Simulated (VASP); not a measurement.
Input of a VASP 6.6.1 run:

Contents of INCAR:

```
PREC = Accurate
ENCUT = 520
EDIFF = 1E-6
ISMEAR = 0
SIGMA = 0.1
LREAL = False
LASPH = True
NELM = 100
ALGO = Normal
ISIF = 2
LWAVE = False
LCHARG = False
GGA = PE
NBANDS = 26
```

The input KPOINTS:

```
regular mesh
0
Gamma
  3 3 4
```

Contents of POSCAR:

```
Be3B2Cl3
1.0
    6.7376168254      0.0000000000      0.0000000000
   -3.3688084127      5.8349473318      0.0000000000
    0.0000000000      0.0000000000      4.6690921067
Be B Cl
3 2 3
Direct
    0.5000000000      0.0000000000      0.5000000000
    0.0000000000      0.5000000000      0.5000000000
    0.5000000000      0.5000000000      0.5000000000
    0.3333333333      0.6666666667      0.0000000000
    0.6666666667      0.3333333333      0.0000000000
    0.5000000000      0.0000000000      0.0000000000
    0.0000000000      0.5000000000      0.0000000000
    0.5000000000      0.5000000000      0.0000000000
```

Potentials or basis: VASP PAW PBE potentials, release 64 (Be, B, Cl).

Run with:

```console
$ cat potpaw_PBE.64/Be/POTCAR potpaw_PBE.64/B/POTCAR potpaw_PBE.64/Cl/POTCAR > POTCAR
$ mpirun -np 1 vasp_std > vasp.out
```

(1) Predict the pressure.

Results:

(1) 0.4 GPa.

Caveat: an odd number of electrons without spin polarisation forces a metal; a magnetic or distorted state may lie lower.
